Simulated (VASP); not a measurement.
A run of VASP 6.6.1 is set up as follows.

Contents of INCAR:

```
ALGO     = Normal         # electronic algorithm
EDIFF    = 1E-6           # SCF threshold, eV
ENCUT    = 520            # plane-wave cutoff, eV
GGA      = PE             # functional
ISIF     = 2              # what is computed and relaxed
ISMEAR   = 0              # smearing method
LASPH    = True           # aspherical terms in the spheres
LCHARG   = False          # write CHGCAR
LREAL    = False          # projectors in reciprocal space
LWAVE    = False          # write WAVECAR
NBANDS   = 12             # bands
NELM     = 100            # most SCF steps
PREC     = Accurate       # precision mode
SIGMA    = 0.1            # smearing width, eV
```

File KPOINTS:

```
k-points
0
Gamma
  12 12 12
```

The input POSCAR:

```
Al2H3
1.0
    1.5838289485      0.9144240698      5.2019387474
   -1.5838289485      0.9144240698      5.2019387474
    0.0000000000     -1.8288481395      5.2019387474
Al H
2 3
Direct
    0.4089665636      0.4089665636      0.4089665636
    0.5910334364      0.5910334364      0.5910334364
    0.0000000000      0.0000000000      0.0000000000
    0.2208268851      0.2208268851      0.2208268851
    0.7791731149      0.7791731149      0.7791731149
```

Potentials or basis: VASP PAW PBE potentials, release 64 (Al, H).

Command:

```sh
$ cat potpaw_PBE.64/Al/POTCAR potpaw_PBE.64/H/POTCAR > POTCAR
$ mpirun -np 1 vasp_std > vasp.out
```

Question: Predict the band gap on the k mesh.

Answer: Zero (an odd number of electrons rules out a gap without spin polarisation).

Question: Estimate the pressure.

Answer: -0.1 GPa.
